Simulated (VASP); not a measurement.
Write the native input for VASP 6.6.1 that does the following.

| Item | Value |
| --- | --- |
| Task | density of states |
| Functional | LDA |
| Potentials or basis | VASP PAW LDA potentials, release 64 (Cd, Se) |
| Cutoff | 520 eV |
| k mesh | 11 × 11 × 11 |
| Occupations | fermi-dirac, width 0.05 eV |
| Spin | no spin polarisation |
| Dipole correction | no |
| k mesh for the DOS | 17 × 17 × 17 |
| Occupations for the DOS | tetrahedron |
| Further INCAR settings | ALGO = Normal; EDIFF = 1e-06; NBANDS = 16 |

CdSe (zincblende type):

```
Cd Se
1.0
     0.00000    3.00438    3.00438
     3.00438    0.00000    3.00438
     3.00438    3.00438    0.00000
Cd Se
1 1
Direct
  0.00000 0.00000 0.00000
  0.25000 0.25000 0.25000
```

These files were run (other wordings do the same):

POSCAR

```
CdSe
1.0
    0.0000000000      3.0043775770      3.0043775770
    3.0043775770      0.0000000000      3.0043775770
    3.0043775770      3.0043775770      0.0000000000
Cd Se
1 1
Direct
    0.0000000000      0.0000000000      0.0000000000
    0.2500000000      0.2500000000      0.2500000000
```

INCAR.step1

```
PREC = Accurate
ENCUT = 520
EDIFF = 1E-6
ISMEAR = -1
SIGMA = 0.05
LREAL = F
LASPH = T
NELM = 80
ALGO = Normal
ISIF = 2
LWAVE = F
LCHARG = T
NBANDS = 16
```

KPOINTS.step1

```
regular mesh
0
Gamma
  11 11 11
```

INCAR.step2

```
PREC = Accurate
ENCUT = 520
EDIFF = 1E-6
ISMEAR = -5
SIGMA = 0.05
LREAL = F
LASPH = T
NELM = 80
ALGO = Normal
ISIF = 2
LWAVE = F
LCHARG = F
LORBIT = 10
NBANDS = 16
NEDOS = 1001
ICHARG = 11
```

KPOINTS.step2

```
regular mesh
0
Gamma
  17 17 17
```

Potentials or basis: VASP PAW LDA potentials, release 64 (Cd, Se).

Launch:

```console
$ cat potpaw_LDA.64/Cd/POTCAR potpaw_LDA.64/Se/POTCAR > POTCAR
$ cp INCAR.step1 INCAR
$ cp KPOINTS.step1 KPOINTS
$ mpirun -np 1 vasp_std > vasp.out
$ cp INCAR.step2 INCAR
$ cp KPOINTS.step2 KPOINTS
$ mpirun -np 1 vasp_std > vasp.out
```

Results of the run:

```
Valence electrons inside the program's atomic spheres : Cd 10.35; Se 3.87
```

Run time: 37 s on 1 thread of Intel(R) Xeon(R) 6975P-C (Granite Rapids), with other jobs on the host, peak memory 0.26 GiB.
